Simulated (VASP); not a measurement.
# Si7Ge (R3m) in VASP: single point with PBEsol

Aim: the single point of Si7Ge with PBEsol.

Everything below comes from runs of VASP 6.6.1. Logs are shortened: lines on timing, memory, paths and dates and some standing lists are left out, and cuts for length are marked.

**1. The cell of the first run**

The structure is trigonal, space group R3m (No. 160). Conventional cell: a = 7.729 Å, b = 7.729 Å, c = 9.466 Å, α = 90.00°, β = 90.00°, γ = 120.00°. Si (site symmetry 3m) has 1 Ge at 2.32 Å and 3 Si at 2.36 Å within 3.1 Å. Within 3.1 Å of Si (site symmetry m) lie 4 Si at 2.36 Å. Within 3.1 Å of Si (site symmetry m) lie 3 Si at 2.36 Å and 1 Ge at 2.42 Å. Ge (site symmetry 3m) has 4 Si at 2.32 to 2.42 Å within 3.1 Å.

**2. Single point, PBEsol (atom 8 (Ge) moved +0.075 Å towards its neighbour atom 1 (Si) at 2.391 Å)**

Contents of INCAR:

```
ALGO     = Normal         # electronic algorithm
EDIFF    = 1E-7           # SCF threshold, eV
ENCUT    = 520            # plane-wave cutoff, eV
GGA      = PS             # functional
ISIF     = 2              # what is computed and relaxed
ISMEAR   = 0              # smearing method
LASPH    = True           # aspherical terms in the spheres
LCHARG   = True           # write CHGCAR
LELF     = True           # ELF
LREAL    = False          # projectors in reciprocal space
LVHAR    = True         
LWAVE    = False          # write WAVECAR
NBANDS   = 31             # bands
NELM     = 60             # most SCF steps
PREC     = Accurate       # precision mode
SIGMA    = 0.03           # smearing width, eV
```

Contents of KPOINTS:

```
k-points
0
Gamma
  6 6 6
```

Contents of POSCAR:

```
Si7Ge
1.0
    5.4653950700      0.0000000000      0.0000000000
    0.0000000000      5.4653950700      0.0000000000
    0.0000000000      0.0000000000      5.4653950700
Si Ge
7 1
Direct
    0.2526152100      0.2526152100      0.2526152100
    0.0000000000      0.5000000000      0.5000000000
    0.5000000000      0.5000000000      0.0000000000
    0.5000000000      0.0000000000      0.5000000000
    0.7473847900      0.2526152100      0.7473847900
    0.7473847900      0.7473847900      0.2526152100
    0.2526152100      0.7473847900      0.7473847900
    0.0079228070      0.0079228070      0.0079228070
```

Potentials or basis: VASP PAW PBE potentials, release 64 (Si, Ge_d).

On the command line:

```console
$ cat potpaw_PBE.64/Si/POTCAR potpaw_PBE.64/Ge_d/POTCAR > POTCAR
$ mpirun -np 1 vasp_std > vasp.out
```

OUTCAR:

```text
EDIFF = 1E-7
   ENCUT = 520
   GGA = PS
   ISIF = 2
   ISMEAR = 0
   LASPH = True
   LREAL = False
   NELM = 60
   PREC = Accurate

 ion  position               nearest neighbor table
   1  0.253  0.253  0.253-   8 2.32   3 2.36   4 2.36   2 2.36
   2  0.000  0.500  0.500-   1 2.36   5 2.36   6 2.36   7 2.36
   3  0.500  0.500  0.000-   1 2.36   5 2.36   6 2.36   7 2.36
   4  0.500  0.000  0.500-   1 2.36   5 2.36   6 2.36   7 2.36
   5  0.747  0.253  0.747-   2 2.36   3 2.36   4 2.36   8 2.42
   6  0.747  0.747  0.253-   2 2.36   3 2.36   4 2.36   8 2.42
   7  0.253  0.747  0.747-   2 2.36   3 2.36   4 2.36   8 2.42
   8  0.008  0.008  0.008-   1 2.32   5 2.42   6 2.42   7 2.42

  LATTYP: Found a simple cubic cell.
 ALAT       =     5.4653950700

  Lattice vectors:

 A1 = (   5.4653950700,   0.0000000000,   0.0000000000)
 A2 = (   0.0000000000,   5.4653950700,   0.0000000000)
 A3 = (   0.0000000000,   0.0000000000,   5.4653950700)

Analysis of symmetry for initial positions (statically):
=====================================================================
 Subroutine PRICEL returns:
 Original cell was already a primitive cell.

 Routine SETGRP: Setting up the symmetry group for a
 simple cubic supercell.

 Subroutine GETGRP returns: Found  6 space group operations
 (whereof  6 operations were pure point group operations)
 out of a pool of 48 trial point group operations.

The static configuration has the point symmetry C_3v.

Analysis of symmetry for dynamics (positions and initial velocities):
=====================================================================
 Subroutine PRICEL returns:
 Original cell was already a primitive cell.

 Routine SETGRP: Setting up the symmetry group for a
 simple cubic supercell.

 Subroutine GETGRP returns: Found  6 space group operations
 (whereof  6 operations were pure point group operations)
 out of a pool of 48 trial point group operations.

The dynamic configuration has the point symmetry C_3v.

 Subroutine INISYM returns: Found  6 space group operations
 (whereof  6 operations are pure point group operations),
 and found     1 'primitive' translations

----------------------------------------------------------------------------------------

                                     Primitive cell

  volume of cell :     163.2543

  direct lattice vectors                    reciprocal lattice vectors
     5.465395070  0.000000000  0.000000000     0.182969390  0.000000000  0.000000000
     0.000000000  5.465395070  0.000000000     0.000000000  0.182969390  0.000000000
     0.000000000  0.000000000  5.465395070     0.000000000  0.000000000  0.182969390

  length of vectors
     5.465395070  5.465395070  5.465395070     0.182969390  0.182969390  0.182969390

  position of ions in fractional coordinates (direct lattice)
     0.252615210  0.252615210  0.252615210
     0.000000000  0.500000000  0.500000000
     0.500000000  0.500000000  0.000000000
     0.500000000  0.000000000  0.500000000
     0.747384790  0.252615210  0.747384790
     0.747384790  0.747384790  0.252615210
     0.252615210  0.747384790  0.747384790
     0.007922807  0.007922807  0.007922807

  ion indices of the primitive-cell ions
   primitive index   ion index
                 1           1
                 2           2
                 3           3
                 4           4
                 5           5
                 6           6
                 7           7
                 8           8

----------------------------------------------------------------------------------------

 KPOINTS: k-points

Automatic generation of k-mesh.
 Grid dimensions read from file:
 generate k-points for:    6    6    6

 Generating k-lattice:

  Cartesian coordinates                     Fractional coordinates (reciprocal lattice)
     0.030494898  0.000000000  0.000000000     0.166666667  0.000000000  0.000000000
     0.000000000  0.030494898  0.000000000     0.000000000  0.166666667  0.000000000
     0.000000000  0.000000000  0.030494898     0.000000000  0.000000000  0.166666667

  Length of vectors
     0.030494898  0.030494898  0.030494898

  Shift w.r.t. Gamma in fractional coordinates (k-lattice)
     0.000000000  0.000000000  0.000000000

 Subroutine IBZKPT returns following result:
 ===========================================

 Found     32 irreducible k-points:

 Following reciprocal coordinates:
            Coordinates               Weight
  0.000000  0.000000  0.000000      1.000000
  0.166667  0.000000  0.000000      6.000000
  0.333333  0.000000  0.000000      6.000000
  0.500000  0.000000  0.000000      3.000000
  0.166667  0.166667  0.000000      6.000000
 -0.166667  0.166667  0.000000      6.000000
[... 16 lines left out ...]
 -0.166667  0.333333  0.333333      6.000000
  0.500000  0.333333  0.166667     12.000000
 [... further k-points ...]
   k-points           NKPTS =     32   k-points in BZ     NKDIM =     32   number of bands    NBANDS=     31
   number of dos      NEDOS =    301   number of ions     NIONS =      8
   total plane-waves  NPLWV =  74088
   dimension x,y,z NGX =    42 NGY =   42 NGZ =   42
   dimension x,y,z NGXF=    84 NGYF=   84 NGZF=   84
   ions per type =               7   1
   NGX,Y,Z   is equivalent  to a cutoff of  12.78, 12.78, 12.78 a.u.
   NGXF,Y,Z  is equivalent  to a cutoff of  25.55, 25.55, 25.55 a.u.
 SYSTEM =  unknown system
   PREC   = accura    normal or accurate (medium, high low for compatibility)
   ISTART =      0    job   : 0-new  1-cont  2-samecut
   ICHARG =      2    charge: 1-file 2-atom 10-const
   ISPIN  =      1    spin polarized calculation?
   LNONCOLLINEAR =      F non collinear calculations
   LSORBIT =      F    spin-orbit coupling
   LASPH  =      T    aspherical Exc in radial PAW
   ENCUT  =  520.0 eV  38.22 Ry    6.18 a.u.  10.16 10.16 10.16*2*pi/ulx,y,z
   NELM   =     60;   NELMIN=  2; NELMDL= -5     # of ELM steps
   EDIFF  = 0.1E-06   stopping-criterion for ELM
   LREAL  =      F    real-space projection
   EDIFFG = 0.1E-05   stopping-criterion for IOM
   NSW    =      0    number of steps for IOM
   IBRION =     -1    ionic relax: 0-MD 1-quasi-New 2-CG
   NFREE  =      0    steps in history (QN), initial steepest desc. (CG)
   ISIF   =      2    stress and relaxation
   ISYM   =      2    0-nonsym 1-usesym 2-fastsym
   POTIM  = 0.5000    time-step for ionic-motion
   TEBEG  =    0.0;   TEEND  =   0.0 temperature during run
   PSTRESS=    0.0 pullay stress
   NELECT =      42.0000    total number of electrons
   NUPDOWN=      -1.0000    fix difference up-down
   EMIN   =  10.00;   EMAX   =-10.00  energy-range for DOS
   EFERMI =   0.00;   METHOD = LEGACY
   ISMEAR =     0;   SIGMA  =   0.03  broadening in eV -4-tet -1-fermi 0-gaus
   EFERMI_NEDOS =   21; number of points for ismear=-14 and -15
   IALGO  =     38    algorithm
   IMIX   =      4    mixing-type and parameters
     AMIX     =   0.40;   BMIX     =  1.00
     AMIX_MAG =   1.60;   BMIX_MAG =  1.00
  volume/ion in A,a.u.               =      20.41       137.71
  Fermi-wavevector in a.u.,A,eV,Ry     =   1.041205  1.967593 14.750191  1.084108
  Thomas-Fermi vector in A             =   2.175816
   LORBIT       =      0    0 simple, 1 ext, 2 COOP (PROOUT), +10 PAW based schemes
   GGA     = PS    functional components
   LHFCALC =     F    Hartree Fock is set to
   AEXX    =    0.0000 exact exchange contribution
   IVDW    =     0    specifies the selected vdW correction
   LEPSILON=     F    determine dielectric tensor
   LRPA    =     F    only Hartree local field effects (RPA)
 non-spin polarized calculation
 Gauss-broadening in eV      SIGMA  =   0.03
  energy-cutoff  :      520.00
  volume of cell :      163.25
 maximum number of plane-waves:      4436
 NGX is ok and might be reduce to    42
   NGX = 21   NGY = 21   NGZ = 21

 number of electron      41.9999984 magnetization

 Free energy of the ion-electron system (eV)
  ---------------------------------------------------
  ext. energy  EPLUGINS =         0.00000000
  ---------------------------------------------------
  free energy    TOTEN  =       -45.09029530 eV

  energy without entropy =      -45.09029530  energy(sigma->0) =      -45.09029530

 E-fermi :   5.7829     XC(G=0):  -9.6248

 val. band max:        5.6625632210   @ k =   0.0000   0.0000   0.0000
 cond. band min:       5.9000828788   @ k =   0.0000   0.0000   0.0000
 fundamental gap:      0.2375196577
 Fermi energy:         5.7829432710

 k-point     1 :       0.0000    0.0000    0.0000
  band No.  band energies     occupation
      1     -18.4976      2.00000
      2     -18.4914      2.00000
      3     -18.4914      2.00000
      4     -18.4672      2.00000
      5     -18.4672      2.00000
      6      -6.4619      2.00000
[... 23 lines left out ...]
     30       8.2401      0.00000
     31       8.4845      0.00000

 k-point     2 :       0.1667    0.0000    0.0000
  band No.  band energies     occupation
      1     -18.4976      2.00000
      2     -18.4914      2.00000
      3     -18.4914      2.00000
      4     -18.4672      2.00000
      5     -18.4672      2.00000
      6      -6.3425      2.00000
[... 23 lines left out ...]
     30       8.7773      0.00000
     31       9.1920      0.00000

 k-point     3 :       0.3333    0.0000    0.0000
  band No.  band energies     occupation
      1     -18.4976      2.00000
      2     -18.4914      2.00000
      3     -18.4914      2.00000
      4     -18.4672      2.00000
      5     -18.4671      2.00000
      6      -5.9878      2.00000
[... 23 lines left out ...]
     30       9.9431      0.00000
     31       9.9731      0.00000

 k-point     4 :       0.5000    0.0000    0.0000
  band No.  band energies     occupation
      1     -18.4976      2.00000
      2     -18.4914      2.00000
      3     -18.4914      2.00000
      4     -18.4672      2.00000
      5     -18.4671      2.00000
      6      -5.5001      2.00000
[... 23 lines left out ...]
     30      10.4420      0.00000
     31      10.4972      0.00000

 k-point     5 :       0.1667    0.1667    0.0000
  band No.  band energies     occupation
      1     -18.4976      2.00000
      2     -18.4914      2.00000
      3     -18.4914      2.00000
      4     -18.4672      2.00000
      5     -18.4671      2.00000
      6      -6.2233      2.00000
[... 23 lines left out ...]
     30       8.6089      0.00000
     31      10.1493      0.00000
[... 542 lines left out ...]
     30      10.3250      0.00000
     31      10.3437      0.00000

 k-point    22 :      -0.3333    0.3333    0.1667
  band No.  band energies     occupation
      1     -18.4976      2.00000
      2     -18.4915      2.00000
      3     -18.4914      2.00000
      4     -18.4671      2.00000
      5     -18.4670      2.00000
      6      -5.4348      2.00000
[... 23 lines left out ...]
     30      10.2532      0.00000
     31      10.3866      0.00000

 k-point    23 :      -0.1667    0.3333    0.3333
  band No.  band energies     occupation
      1     -18.4976      2.00000
      2     -18.4915      2.00000
      3     -18.4914      2.00000
      4     -18.4671      2.00000
      5     -18.4670      2.00000
      6      -5.4317      2.00000
[... 23 lines left out ...]
     30      10.3362      0.00000
     31      10.3571      0.00000

 k-point    24 :       0.5000    0.3333    0.1667
  band No.  band energies     occupation
      1     -18.4977      2.00000
      2     -18.4915      2.00000
      3     -18.4915      2.00000
      4     -18.4671      2.00000
      5     -18.4670      2.00000
      6      -4.9966      2.00000
[... 23 lines left out ...]
     30      10.1724      0.00000
     31      10.2552      0.00000

 [... further k-points ...]

------------------------ aborting loop because EDIFF is reached ----------------------------------------

  FORCE on cell =-STRESS in cart. coord.  units (eV):
  Direction    XX          YY          ZZ          XY          YZ          ZX
  --------------------------------------------------------------------------------------
  -------------------------------------------------------------------------------------
  Total       -0.1884221     -0.1884221     -0.1884221      0.4690874      0.4690874      0.4690874
  in kB       -1.8491737     -1.8491737     -1.8491737      4.6036219      4.6036219      4.6036219
  external PRESSURE =      -1.8491737 kB  Pullay stress =       0.0000000 kB

 VOLUME and BASIS-vectors are now :
 -----------------------------------------------------------------------------
  energy-cutoff  :      520.00
  volume of cell :      163.25
      direct lattice vectors                 reciprocal lattice vectors
     5.465395070  0.000000000  0.000000000     0.182969390  0.000000000  0.000000000
     0.000000000  5.465395070  0.000000000     0.000000000  0.182969390  0.000000000
     0.000000000  0.000000000  5.465395070     0.000000000  0.000000000  0.182969390

 POSITION                                       TOTAL-FORCE (eV/Angst)
 -----------------------------------------------------------------------------------
      1.38064      1.38064      1.38064         0.383218      0.383218      0.383218
      0.00000      2.73270      2.73270        -0.068371      0.035730      0.035730
      2.73270      2.73270      0.00000         0.035730      0.035730     -0.068371
      2.73270      0.00000      2.73270         0.035730     -0.068371      0.035730
      4.08475      1.38064      4.08475         0.141038     -0.070901      0.141038
      4.08475      4.08475      1.38064         0.141038      0.141038     -0.070901
      1.38064      4.08475      4.08475        -0.070901      0.141038      0.141038
      0.04330      0.04330      0.04330        -0.597481     -0.597481     -0.597481
 -----------------------------------------------------------------------------------
    total drift:                                0.001078      0.001078      0.001060

  FREE ENERGIE OF THE ION-ELECTRON SYSTEM (eV)
  ---------------------------------------------------
  free  energy   TOTEN  =       -45.0902953045 eV

  energy  without entropy=      -45.0902953044  energy(sigma->0) =      -45.09029530
```

It took 86 s on 1 thread of Intel Xeon 6975P-C (Granite Rapids), shared host; peak memory 0.33 GiB.

What came out:

```
Free energy            : -45.0903 eV
Pressure               : -0.2 GPa
Largest force          : 1.035 eV/Å
Band gap on the k mesh : 0.24 eV
```

Forces in eV/Å, atoms in the order of the input:
```
Si   0.383  0.383  0.383
Si  -0.068  0.036  0.036
Si   0.036  0.036 -0.068
Si   0.036 -0.068  0.036
Si   0.141 -0.071  0.141
Si   0.141  0.141 -0.071
Si  -0.071  0.141  0.141
Ge  -0.597 -0.597 -0.597
```

Levels at points of the mesh, in eV from the valence-band top:
```tsv
k point	band 17	band 18	band 19	band 20	band 21	band 22	band 23	band 24	band 25	band 26
(0.00, 0.00, 0.00)	-2.88	-2.88	-0.14	0.00	0.00	0.24	0.59	0.59	0.70	0.70
(0.50, 0.00, 0.00)	-3.55	-2.03	-2.01	-1.93	-1.83	0.90	1.07	2.94	2.99	4.07
(0.50, 0.50, 0.00)	-3.79	-1.52	-1.41	-1.39	-1.24	2.20	2.21	2.26	2.48	4.59
(0.50, 0.50, 0.50)	-1.32	-1.31	-1.30	-1.05	-1.05	0.91	1.36	1.36	1.38	3.13
```

Caveat: the cell differs from its parent crystal (atom 8 (Ge) moved +0.075 Å towards its neighbour atom 1 (Si) at 2.391 Å); the PAW data sets were made with another functional, which shifts forces and pressure a little.
